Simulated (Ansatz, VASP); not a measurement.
# KCl: VASP beside Ansatz

Contents of INCAR:

```
  PREC = Accurate
  ENCUT = 500
  EDIFF = 1E-6
  ISMEAR = 0
  SIGMA = 0.05
  LREAL = False
  LASPH = True
  NELM = 120
  ALGO = Normal
  ISIF = 2
  LWAVE = False
  LCHARG = True
  GGA = PS
  LELF = True
  LVHAR = True
  NBANDS = 15
  GGA_COMPAT = False
```

KPOINTS

```
Automatic mesh
0
Gamma
  8 8 8
```

The input POSCAR:

```
KCl
1.0
    3.6523632870      0.0000000000      0.0000000000
    0.0000000000      3.6523632870      0.0000000000
    0.0000000000      0.0000000000      3.6523632870
K Cl
1 1
Direct
    0.0000000000      0.0000000000      0.0000000000
    0.5000000000      0.5000000000      0.5000000000
```

Input for Ansatz:

```yaml
crystal:
  lattice:
    - [3.652363287, 0.0, 0.0]
    - [0.0, 3.652363287, 0.0]
    - [0.0, 0.0, 3.652363287]
  atoms:
    - { symbol: K, position: [0.0, 0.0, 0.0] }
    - { symbol: Cl, position: [0.5, 0.5, 0.5] }
basis:
  ecutwfc: 420
  ecutrho_ratio: 4
kpoints:
  mp_grid: { grid: [8, 8, 8] }
hamiltonian:
  xc: pbesol
scf:
  occupations: { method: gaussian, width: 0.05 }
output:
  forces: true
  stress: true
  eigenvalues: true
```

Alike in both runs: task single point; functional PBEsol; k mesh 8 × 8 × 8; occupations gaussian, width 0.05 eV; no spin polarisation.

|  | VASP | Ansatz |
| --- | --- | --- |
| version | VASP 6.6.1 | Ansatz 0.2.0 |
| potentials or method | VASP PAW PBE potentials, release 64 (K_sv, Cl), cutoff 500 eV | scalar-relativistic, plane waves, PAW |
| valence electrons in the cell | 16 | 16 |

Ansatz gave:

| Item | Value |
| --- | --- |
| gap on the k mesh at the Fermi level (eV) | 5.29 |
| least direct gap on the mesh (eV) | 5.53 |
| pressure (GPa) | 1.8 |

**Question.** Which values does VASP return?

**Answer.** gap on the k mesh at the Fermi level (eV): 5.29; least direct gap on the mesh (eV): 5.52; pressure (GPa): 1.9.

VASP's potentials were made for PBE, not for PBEsol. With one functional, cell and mesh, what is left measures potentials, basis and numerics.
